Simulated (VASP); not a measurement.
Cu, 1 atom in the cell. The structure is cubic, space group Fm-3m (No. 225). The conventional cell has a = 3.591 Å, b = 3.591 Å, c = 3.591 Å, α = 90.00°, β = 90.00°, γ = 90.00°. Cu (site symmetry m-3m) has 12 Cu at 2.54 Å within 3.4 Å. 

```yaml
Program: VASP 6.6.1
Task: single point
Functional: RPBE
Potentials_or_basis: VASP PAW PBE potentials, release 64 (Cu)
Cutoff: 600 eV
k_mesh: 13 × 13 × 13
Occupations: fermi-dirac, width 0.05 eV
Spin: no spin polarisation
Dipole_correction: no
Further_INCAR_settings: ALGO = Normal; EDIFF = 1e-06; NBANDS = 12
```

Potentials or basis: VASP PAW PBE potentials, release 64 (Cu).

Launch:

```sh
$ cat potpaw_PBE.64/Cu/POTCAR > POTCAR
$ mpirun -np 1 vasp_std > vasp.out
```

Hardware: 1 thread of Intel(R) Xeon(R) Platinum 8488C (Sapphire Rapids) (shared host).

**Question.** Estimate the wall time of this run.

**Answer.** Wall time 9.8 s on 1 thread of Intel(R) Xeon(R) Platinum 8488C (Sapphire Rapids) (shared host), peak memory 0.13 GiB. Counts: scf iterations 12, k points 84.
